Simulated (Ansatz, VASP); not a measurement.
# One calculation of Te, two programs

```
CELL_PARAMETERS angstrom
2.30590 1.33131 1.69095
-2.30590 1.33131 1.69095
0.00000 -2.66263 1.69095
ATOMIC_POSITIONS crystal
Te 0.50000 0.50000 0.50000
```

Alike in both runs: task single point; functional pbesol exchange, pbe correlation; k mesh 9 × 9 × 9; occupations gaussian, width 0.05 eV; collinear spin; fixed moment 1 μB.

```csv
,VASP,Ansatz
version,VASP 6.6.1,Ansatz 0.2.0
potentials or method,"VASP PAW PBE potentials, release 64 (Te), cutoff 500 eV","all-electron LAPW, inner shells corrected to Dirac's equation"
```

|  | VASP | Ansatz | Ansatz less VASP |
| --- | --- | --- | --- |
| pressure (GPa) | 3.7 | 3.7 | 0.00 |
| traceless stress, the component that is largest in VASP (GPa) | -0.66 | -0.65 | +0.008 |
| size of the moment on the site where the two differ most (μB) | 0.58 | 0.82 | +0.244 |

VASP's potentials were made for PBE, not for pbesol exchange, pbe correlation. Site moments also hang on the region over which each program counts them. Ansatz ran all-electron here, and VASP with PAW potentials.

Spin-orbit coupling is off throughout.
